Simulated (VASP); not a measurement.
Al, 1 atom in the cell. It takes space group Fm-3m (No. 225, cubic). Conventional cell: a = 3.386 Å, b = 3.386 Å, c = 3.386 Å, α = 90.00°, β = 90.00°, γ = 90.00°. Within 3.2 Å of Al (site symmetry m-3m) lie 12 Al at 2.39 Å.  This cell differs from its parent crystal: volume scaled by 0.6.

```yaml
Program: VASP 6.6.1
Task: single point
Functional: PBEsol
Potentials_or_basis: VASP PAW PBE potentials, release 64 (Al)
Cutoff: 520 eV
k_mesh: 16 × 16 × 16
Occupations: fermi-dirac, width 0.1 eV
Spin: no spin polarisation
Dipole_correction: no
Further_INCAR_settings: ALGO = Normal; EDIFF = 1e-07; NBANDS = 8
```

Potentials or basis: VASP PAW PBE potentials, release 64 (Al).

The run is started by

```bash
$ cat potpaw_PBE.64/Al/POTCAR > POTCAR
$ mpirun -np 1 vasp_std > vasp.out
```

Hardware: 1 thread of AMD EPYC 7R13 (shared host).

Estimate the wall time of this run.

Run time: 16 s on 1 thread of AMD EPYC 7R13, with other jobs on the host, peak memory 0.09 GiB. Counts: scf iterations 11, k points 145.
